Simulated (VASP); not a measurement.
A run of VASP 6.6.1 is set up as follows.

POSCAR

```
Os
1.0
    4.8565177879      0.0000000000      0.0000000000
    0.0000000000      4.8565177879      0.0000000000
    0.0000000000      0.0000000000      4.8565177879
Os
8
Direct
    0.5000000000      0.5000000000      0.5000000000
    0.0000000000      0.0000000000      0.0000000000
    0.2500000000      0.0000000000      0.5000000000
    0.5000000000      0.2500000000      0.0000000000
    0.5000000000      0.7500000000      0.0000000000
    0.7500000000      0.0000000000      0.5000000000
    0.0000000000      0.5000000000      0.7500000000
    0.0000000000      0.5000000000      0.2500000000
```

Contents of INCAR.step1:

```
SYSTEM = Os
PREC     = Accurate       ! precision mode
ENCUT    = 620            ! plane-wave cutoff, eV
ISMEAR   = 0              ! smearing method
SIGMA    = 0.1            ! smearing width, eV
LREAL    = .False.        ! projectors in reciprocal space
LASPH    = .True.         ! aspherical terms in the spheres
NELM     = 120            ! most SCF steps
NBANDS   = 74             ! bands
GGA      = PE             ! functional
ALGO     = Normal         ! electronic algorithm
EDIFF    = 1E-5           ! SCF threshold, eV
LWAVE    = .True.         ! write WAVECAR
LCHARG   = .False.        ! write CHGCAR
GGA_COMPAT= .False.
```

Contents of INCAR.step2:

```
SYSTEM = Os
PREC     = Accurate       ! precision mode
ENCUT    = 620            ! plane-wave cutoff, eV
EDIFF    = 1E-6           ! SCF threshold, eV
ISMEAR   = 0              ! smearing method
SIGMA    = 0.1            ! smearing width, eV
LREAL    = .False.        ! projectors in reciprocal space
LASPH    = .True.         ! aspherical terms in the spheres
NELM     = 120            ! most SCF steps
ALGO     = Normal         ! electronic algorithm
ISIF     = 2              ! what is computed and relaxed
LWAVE    = .False.        ! write WAVECAR
LCHARG   = .True.         ! write CHGCAR
METAGGA  = R2SCAN         ! meta-GGA
LMIXTAU  = .True.       
LELF     = .True.         ! ELF
LVHAR    = .True.       
NBANDS   = 74             ! bands
ISTART   = 1            
GGA_COMPAT= .False.
```

KPOINTS

```
Automatic mesh
0
Gamma
  4 4 4
  0 0 0
```

Potentials or basis: VASP PAW PBE potentials, release 64 (Os_sv_GW).

Command:

```bash
$ cat potpaw_PBE.64/Os_sv_GW/POTCAR > POTCAR
$ cp INCAR.step1 INCAR
$ mpirun -np 1 vasp_std > vasp.out
$ cp INCAR.step2 INCAR
$ mpirun -np 1 vasp_std > vasp.out
```

Question: Predict the pressure.

Answer: 2.9 GPa.

Question: What does it give for the band gap on the k mesh?

Answer: Zero (bands 64 and 65 overlap by 1.09 eV).

Caveat: the PAW data sets were made with another functional, which shifts forces and pressure a little; spin-orbit coupling is left out, which moves the levels of the heavy elements.
